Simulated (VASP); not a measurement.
A run of VASP 6.6.1:

Contents of INCAR:

```
  PREC = Accurate
  ENCUT = 520
  EDIFF = 1E-6
  ISMEAR = 0
  SIGMA = 0.1
  LREAL = False
  LASPH = True
  NELM = 60
  ALGO = Normal
  ISIF = 2
  LWAVE = False
  LCHARG = False
  NBANDS = 13
```

KPOINTS

```
Automatic mesh
0
Gamma
  8 8 8
```

The input POSCAR:

```
HfH2
1.0
   -1.7173125411      1.7173125411      2.1052569901
    1.7173125411     -1.7173125411      2.1052569901
    1.7173125411      1.7173125411     -2.1052569901
Hf H
1 2
Direct
    0.0000000000      0.0000000000      0.0000000000
    0.7500000000      0.2500000000      0.5000000000
    0.2500000000      0.7500000000      0.5000000000
```

Potentials or basis: VASP PAW LDA potentials, release 64 (Hf_pv, H).

Launch:

```console
$ cat potpaw_LDA.64/Hf_pv/POTCAR potpaw_LDA.64/H/POTCAR > POTCAR
$ mpirun -np 1 vasp_std > vasp.out
```

Hardware: 1 thread of Intel(R) Xeon(R) 6975P-C (Granite Rapids) (shared host).

Task: How long does it take, and how much memory?

Result: Run time: 5.7 s on 1 thread of Intel(R) Xeon(R) 6975P-C (Granite Rapids) (shared host), peak memory 0.14 GiB. Counts: scf iterations 13, k points 59.
